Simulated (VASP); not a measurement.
# Mg9O8 (a cell with a defect) in VASP: a series of runs, part 2 of 2

VASP 6.6.1.

**4. Relaxation of the atoms, PBE+D3(BJ)**

Contents of INCAR:

```
SYSTEM = Mg9O8
PREC     = Accurate       ! precision mode
ENCUT    = 520            ! plane-wave cutoff, eV
EDIFF    = 1E-6           ! SCF threshold, eV
ISMEAR   = 0              ! smearing method
SIGMA    = 0.02           ! smearing width, eV
LREAL    = Auto         
LASPH    = .True.         ! aspherical terms in the spheres
NELM     = 100            ! most SCF steps
ALGO     = Normal         ! electronic algorithm
ISIF     = 2              ! what is computed and relaxed
LWAVE    = .False.        ! write WAVECAR
LCHARG   = .False.        ! write CHGCAR
GGA      = PE             ! functional
IVDW     = 12             ! dispersion correction
IBRION   = 2              ! ionic algorithm
NSW      = 80             ! ionic steps
EDIFFG   = -0.03          ! ionic threshold
```

Contents of KPOINTS:

```
Automatic mesh
0
Gamma
  2 2 2
  0 0 0
```

Contents of POSCAR:

```
Mg9O8
1.0
    0.0000000000      4.2250000000      4.2250000000
    4.2250000000      0.0000000000      4.2250000000
    4.2250000000      4.2250000000      0.0000000000
Mg O
9 8
Direct
    0.0000000000      0.0000000000      0.0000000000
    0.0000000000      0.0000000000      0.5000000000
    0.0000000000      0.5000000000      0.0000000000
    0.0000000000      0.5000000000      0.5000000000
    0.5000000000      0.0000000000      0.0000000000
    0.5000000000      0.0000000000      0.5000000000
    0.5000000000      0.5000000000      0.0000000000
    0.5000000000      0.5000000000      0.5000000000
    0.8717613000      0.3829177000      0.3601607000
    0.2500000000      0.2500000000      0.2500000000
    0.2500000000      0.2500000000      0.7500000000
    0.2500000000      0.7500000000      0.2500000000
    0.2500000000      0.7500000000      0.7500000000
    0.7500000000      0.2500000000      0.2500000000
    0.7500000000      0.2500000000      0.7500000000
    0.7500000000      0.7500000000      0.2500000000
    0.7500000000      0.7500000000      0.7500000000
```

Potentials or basis: VASP PAW PBE potentials, release 64 (Mg, O).

On the command line:

```bash
> cat potpaw_PBE.64/Mg/POTCAR potpaw_PBE.64/O/POTCAR > POTCAR
> mpirun -np 1 vasp_std > vasp.out
```

OUTCAR:

```text
SYSTEM = Mg9O8
   PREC = Accurate
   ENCUT = 520
   EDIFF = 1E-6
   ISMEAR = 0
   LREAL = Auto
   LASPH = .True.
   NELM = 100
   ISIF = 2
   GGA = PE
   IVDW = 12
   IBRION = 2
   NSW = 80
   EDIFFG = -0.03
 IVDW          = 12

 ion  position               nearest neighbor table
   1  0.000  0.000  0.000-  11 2.11  12 2.11  13 2.11  14 2.11  15 2.11  16 2.11   2 2.99   3 2.99
                             5 2.99   2 2.99   4 2.99   6 2.99   3 2.99   4 2.99   7 2.99   5 2.99
   2  0.000  0.000  0.500-   9 1.87  10 2.11  12 2.11  13 2.11  14 2.11  15 2.11  17 2.11   4 2.99
                             6 2.99   1 2.99   1 2.99   3 2.99   5 2.99   3 2.99   4 2.99   8 2.99
   3  0.000  0.500  0.000-   9 1.76  10 2.11  11 2.11  13 2.11  14 2.11  16 2.11  17 2.11   4 2.99
                             7 2.99   1 2.99   2 2.99   4 2.99   8 2.99   1 2.99   2 2.99   5 2.99
   4  0.000  0.500  0.500-   9 1.88  10 2.11  11 2.11  12 2.11  15 2.11  16 2.11  17 2.11   3 2.99
                             8 2.99   2 2.99   1 2.99   3 2.99   7 2.99   1 2.99   2 2.99   6 2.99
   5  0.500  0.000  0.000-  10 2.11  11 2.11  12 2.11  15 2.11  16 2.11  17 2.11   1 2.99   6 2.99
                             7 2.99   2 2.99   6 2.99   8 2.99   3 2.99   7 2.99   8 2.99   1 2.99
   6  0.500  0.000  0.500-  10 2.11  11 2.11  13 2.11  14 2.11  16 2.11  17 2.11   2 2.99   5 2.99
                             8 2.99   1 2.99   5 2.99   7 2.99   4 2.99   7 2.99   8 2.99   1 2.99
   7  0.500  0.500  0.000-  10 2.11  12 2.11  13 2.11  14 2.11  15 2.11  17 2.11   3 2.99   5 2.99
                             8 2.99   4 2.99   6 2.99   8 2.99   1 2.99   5 2.99   6 2.99   1 2.99
   8  0.500  0.500  0.500-   9 1.82  11 2.11  12 2.11  13 2.11  14 2.11  15 2.11  16 2.11   6 2.99
                             7 2.99   4 2.99   3 2.99   5 2.99   7 2.99   2 2.99   5 2.99   6 2.99
   9  0.872  0.383  0.360-   3 1.76  14 1.78  16 1.79   8 1.82  10 1.85   2 1.87   4 1.88  15 1.90
                             7 3.43   5 3.44   1 3.46   1 3.47   6 3.49   5 3.49   7 3.50   6 3.50
  10  0.250  0.250  0.250-   9 1.85   3 2.11   4 2.11   5 2.11   6 2.11   7 2.11   2 2.11
[... 224 lines left out ...]

 Edisp (eV)   -5.59329

 E8    (eV) :    -2.2162
[... 150 lines left out ...]
  FREE ENERGIE OF THE ION-ELECTRON SYSTEM (eV)
  ---------------------------------------------------
  free  energy   TOTEN  =       -87.4349218821 eV

  energy  without entropy=      -87.4309187537  energy(sigma->0) =      -87.43292032

[... ionic steps 4 to 22 ...]

--------------------------------------- Ionic step       23  -------------------------------------------

 number of electron      66.0000002 magnetization

------------------------ aborting loop because EDIFF is reached ----------------------------------------
[... 105 lines left out ...]
--------------------------------------- Ionic step       25  -------------------------------------------

 number of electron      66.0000001 magnetization

 Free energy of the ion-electron system (eV)
  ---------------------------------------------------
  ext. energy  EPLUGINS =         0.00000000
  ---------------------------------------------------
  free energy    TOTEN  =       -82.13889803 eV

  energy without entropy =      -82.13888824  energy(sigma->0) =      -82.13889314

 E-fermi :  10.1465     XC(G=0): -11.3946

 val. band max:       10.0988083309   @ k =   0.0000   0.0000   0.0000
 cond. band min:      10.1951613740   @ k =   0.0000   0.5000   0.0000
 fundamental gap:      0.0963530430
 Fermi energy:        10.1464809789

 k-point     1 :       0.0000    0.0000    0.0000
  band No.  band energies     occupation
      1     -13.7468      2.00000
      2     -12.5240      2.00000
      3     -12.5104      2.00000
      4     -12.4375      2.00000
      5     -12.3947      2.00000
      6     -12.2116      2.00000
[... 397 lines left out ...]
  FREE ENERGIE OF THE ION-ELECTRON SYSTEM (eV)
  ---------------------------------------------------
  free  energy   TOTEN  =       -87.7455217068 eV

  energy  without entropy=      -87.7455119144  energy(sigma->0) =      -87.74551681

 reached required accuracy - stopping structural energy minimisation
```

It took 34 min on 1 thread of Intel Xeon Platinum 8488C (Sapphire Rapids), shared host; peak memory 0.37 GiB.

What came out:

| Quantity | Value |
| --- | --- |
| Free energy | -87.7455 eV |
| Energy gained by relaxing | 361.5 meV/atom |
| Ionic steps | 25 |
| Pressure after relaxing | 34.1 GPa |
| Largest force after relaxing | 0.022 eV/Å |
| Band gap on the k mesh | zero (bands 33 and 34 overlap by 0.49 eV) |
| Dispersion energy per atom | -0.330 eV |

Forces in eV/Å, atoms in the order of the input:
```
Mg   0.002  0.002 -0.002
Mg  -0.008 -0.007 -0.005
Mg   0.001  0.004 -0.002
Mg   0.009 -0.001  0.012
Mg  -0.010 -0.004 -0.015
Mg   0.000 -0.001  0.001
Mg   0.008  0.000  0.002
Mg  -0.002  0.002  0.001
Mg  -0.002 -0.019  0.010
O    0.000 -0.015 -0.002
O    0.006 -0.001  0.003
O    0.004  0.013 -0.007
O   -0.004 -0.001 -0.006
O    0.005  0.018  0.008
O   -0.001 -0.009  0.000
O   -0.005  0.011 -0.002
O   -0.003  0.008  0.002
```

The path:
```csv
step,energy change (eV),largest force (eV/Å),pressure (GPa)
1,0.0000,11.4122,38.45
2,-2.6192,9.7773,44.66
3,-5.8355,1.0141,37.06
4,-6.0332,0.6485,35.78
5,-6.0446,1.0314,35.48
6,-6.1006,0.3835,34.58
7,-6.1030,0.2857,34.76
8,-6.1217,0.1567,34.54
9,-6.1269,0.1600,34.41
10,-6.1270,0.1605,34.41
11,-6.1295,0.1452,34.27
12,-6.1296,0.1222,34.28
13,-6.1322,0.0875,34.17
14,-6.1329,0.1487,34.10
15,-6.1352,0.1338,34.10
16,-6.1378,0.1473,34.10
17,-6.1408,0.0619,34.08
18,-6.1417,0.1219,34.07
19,-6.1437,0.0742,34.10
20,-6.1443,0.0801,34.13
21,-6.1452,0.0460,34.13
22,-6.1453,0.0486,34.13
23,-6.1458,0.0343,34.07
24,-6.1458,0.0422,34.05
25,-6.1461,0.0215,34.06
```

Final structure:
```yaml
crystal:
  lattice:
    - [0.00000, 4.22500, 4.22500]
    - [4.22500, 0.00000, 4.22500]
    - [4.22500, 4.22500, 0.00000]
  atoms:
    - { symbol: Mg, position: [0.00603, 0.99790, 0.99815] }
    - { symbol: Mg, position: [0.01771, 0.94453, 0.51696] }
    - { symbol: Mg, position: [0.02581, 0.52526, 0.92368] }
    - { symbol: Mg, position: [0.01752, 0.52060, 0.51674] }
    - { symbol: Mg, position: [0.50268, 0.99646, 0.00203] }
    - { symbol: Mg, position: [0.49830, 0.99768, 0.50624] }
    - { symbol: Mg, position: [0.50261, 0.49916, 0.00196] }
    - { symbol: Mg, position: [0.42601, 0.52485, 0.52424] }
    - { symbol: Mg, position: [0.86268, 0.38807, 0.36021] }
    - { symbol: O, position: [0.25007, 0.24587, 0.25829] }
    - { symbol: O, position: [0.25774, 0.22699, 0.75712] }
    - { symbol: O, position: [0.25573, 0.75753, 0.22932] }
    - { symbol: O, position: [0.25774, 0.75813, 0.75713] }
    - { symbol: O, position: [0.75111, 0.22691, 0.25226] }
    - { symbol: O, position: [0.75831, 0.24671, 0.74827] }
    - { symbol: O, position: [0.75152, 0.76884, 0.25253] }
    - { symbol: O, position: [0.73019, 0.75742, 0.75501] }
```

Caveat: the k points lie up to 0.64 Å⁻¹ apart.
